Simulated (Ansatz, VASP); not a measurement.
Si3Mo: VASP beside Ansatz

```xyz
4
Lattice="-1.8816 1.8816 3.9014 1.8816 -1.8816 3.9014 1.8816 1.8816 -3.9014" Properties=species:S:1:pos:R:3 pbc="T T T"
Si    0.0000    0.0000    3.9014
Si    1.8816    0.0000    1.9507
Si    0.0000    1.8816    1.9507
Mo    0.0000    0.0000    0.0000
```

Alike in both runs: functional PBE; k mesh 18 × 18 × 18; occupations gaussian, width 0.1 eV; no spin polarisation.

Ansatz relaxed the structure, and its values are those at the end. VASP's run is a single point on that final structure, the one shown.

```csv
,VASP,Ansatz
version,VASP 6.6.1,Ansatz 0.2.0
potentials or method,"VASP PAW PBE potentials, release 64 (Si, Mo_sv), cutoff 520 eV","scalar-relativistic, plane waves, PAW"
valence electrons in the cell,26,26
```

Ansatz gave:

| Item | Value |
| --- | --- |
| gap on the k mesh at the Fermi level (eV) | none |
| pressure (GPa) | 0.0 |

**Question.** What did VASP give for the same quantities?

**Answer.** gap on the k mesh at the Fermi level (eV): none; pressure (GPa): 0.1.

A gap of «none» marks a metal or a gap that the smearing closes.
